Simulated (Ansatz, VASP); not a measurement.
# Two plane-wave programs on AlN

```
CELL_PARAMETERS angstrom
0.00000 2.18399 2.18399
2.18399 0.00000 2.18399
2.18399 2.18399 0.00000
ATOMIC_POSITIONS crystal
Al 0.00000 0.00000 0.00000
N 0.25000 0.25000 0.25000
```

Alike in both runs: task relaxation of cell and atoms; functional PBE; dispersion D4; k mesh 10 × 10 × 10; occupations fermi-dirac, width 0.05 eV; no spin polarisation.

|  | VASP | Ansatz |
| --- | --- | --- |
| version | VASP 6.6.1 | Ansatz 0.2.0 |
| potentials or method | VASP PAW PBE potentials, release 64 (Al, N) | Ansatz PAW |
| plane-wave cutoff (eV) | 600 | 420 |
| valence electrons in the cell | 8 | 8 |

Ansatz gave:

```
relaxed volume (Å³/atom)                                     : 10.43
relaxed cell length with the largest relative difference (Å) : 3.090
```

Task: Which values does VASP return?

Result: Relaxed volume (Å³/atom): 10.41; relaxed cell length with the largest relative difference (Å): 3.088.

Noted on Ansatz's run: the plane-wave basis is chosen anew once the cell has moved, so the energies of steps on either side of that aren't comparable.
